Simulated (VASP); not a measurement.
Write the native input for VASP 6.6.1 that does the following.

* Task: relaxation of cell and atoms
* Functional: LDA
* Potentials or basis: VASP PAW LDA potentials, release 64 (La, Bi_d)
* Cutoff: 600 eV
* k mesh: 12 × 12 × 12
* Occupations: fermi-dirac, width 0.05 eV
* Spin: no spin polarisation
* Target pressure: 61 GPa
* Dipole correction: no
* Further INCAR settings: ALGO = Normal; EDIFF = 1e-07; IBRION = 2; EDIFFG = -0.005; NSW = 60; ISIF = 3

The structure of LaBi (CsCl type) lies in POSCAR:

```
LaBi
1.0
    3.5098584862      0.0000000000      0.0000000000
    0.0000000000      3.5098584862      0.0000000000
    0.0000000000      0.0000000000      3.5098584862
La Bi
1 1
Direct
    0.0000000000      0.0000000000      0.0000000000
    0.5000000000      0.5000000000      0.5000000000
```

These files were run (other wordings do the same):

INCAR

```
  PREC = Accurate
  ENCUT = 600
  EDIFF = 1E-7
  ISMEAR = -1
  SIGMA = 0.05
  LREAL = F
  LASPH = T
  NELM = 80
  ALGO = Normal
  ISIF = 3
  LWAVE = F
  LCHARG = F
  GGA = CA
  IBRION = 2
  NSW = 60
  EDIFFG = -0.005
  PSTRESS = 610.0
```

KPOINTS

```
regular mesh
0
Gamma
  12 12 12
```

Potentials or basis: VASP PAW LDA potentials, release 64 (La, Bi_d).

The run is started by

```sh
$ cat potpaw_LDA.64/La/POTCAR potpaw_LDA.64/Bi_d/POTCAR > POTCAR
$ mpirun -np 1 vasp_std > vasp.out
```

Results of the run:

- Relaxed volume: 20.05 Å³/atom
- Relaxed cell: a = 3.423 Å, b = 3.423 Å, c = 3.423 Å, α = 90.00°, β = 90.00°, γ = 90.00°
- Space group after relaxing (to 0.1 Å): Pm-3m (No. 221)
- Energy change on relaxing (the run minimises the enthalpy): +503.6 meV/atom
- Ionic steps: 5
- Pressure after relaxing: 61.0 GPa
- Band gap on the k mesh: zero (bands 13 and 14 overlap by 2.33 eV)

Caveat: the cell is relaxed towards a set pressure, so the run minimises the enthalpy, not the energy; spin-orbit coupling is left out, which moves the levels of the heavy elements.

Wall time 7.4 min on 1 thread of Intel Xeon 8259CL (shared host), peak memory 0.24 GiB.
